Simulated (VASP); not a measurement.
Set up this calculation in VASP 6.6.1, as the native input.

* Task: relaxation of cell and atoms
* Functional: PBE
* Potentials or basis: VASP PAW PBE potentials, release 64 (C)
* Cutoff: 600 eV
* k mesh: 8 × 8 × 6
* Occupations: gaussian, width 0.1 eV
* Spin: no spin polarisation
* Dipole correction: no
* Further INCAR settings: ALGO = Normal; EDIFF = 1e-07; IBRION = 2; EDIFFG = -0.04; NSW = 90; ISIF = 3

The structure of C lies in POSCAR:

```
C
1.0
    2.1345895944     -1.2327955467      0.0000000000
    2.1345895944      1.2327955467      0.0000000000
   -0.0815177473      0.0000000000      3.3272567535
C
2
Direct
    0.3329951478      0.3329951478      0.0000050063
    0.6670048522      0.6670048522      0.9999949937
```

The input as run:

INCAR

```
PREC = Accurate
ENCUT = 600
EDIFF = 1E-7
ISMEAR = 0
SIGMA = 0.1
LREAL = False
LASPH = True
NELM = 120
ALGO = Normal
ISIF = 3
LWAVE = False
LCHARG = False
GGA = PE
IBRION = 2
NSW = 90
EDIFFG = -0.04
GGA_COMPAT = False
NELMIN = 4
```

KPOINTS

```
regular mesh
0
Gamma
  8 8 6
```

Potentials or basis: VASP PAW PBE potentials, release 64 (C).

Run with:

```sh
$ cat potpaw_PBE.64/C/POTCAR > POTCAR
$ mpirun -np 1 vasp_std > vasp.out
```

It gave:

- Relaxed volume: 10.58 Å³/atom
- Relaxed cell: a = 2.468 Å, b = 2.468 Å, c = 4.014 Å, α = 91.67°, β = 91.67°, γ = 60.00°
- Space group after relaxing (to 0.05 Å): C2/m (No. 12)
- Energy gained by relaxing: 27.9 meV/atom
- Ionic steps: 13
- Pressure after relaxing: -0.2 GPa
- Largest force after relaxing: 0.014 eV/Å
- Band gap on the k mesh: 1.53 eV, indirect (least direct gap 1.95 eV)

Caveat: the volume moved by over 15 % at a fixed basis, so the end points are rough; this functional lacks dispersion, which binds the layers, so the pressure and a relaxed spacing across them are unreliable.

Run time: 63 s on 1 thread of Intel(R) Xeon(R) 6975P-C (Granite Rapids), on a shared host, peak memory 0.13 GiB.
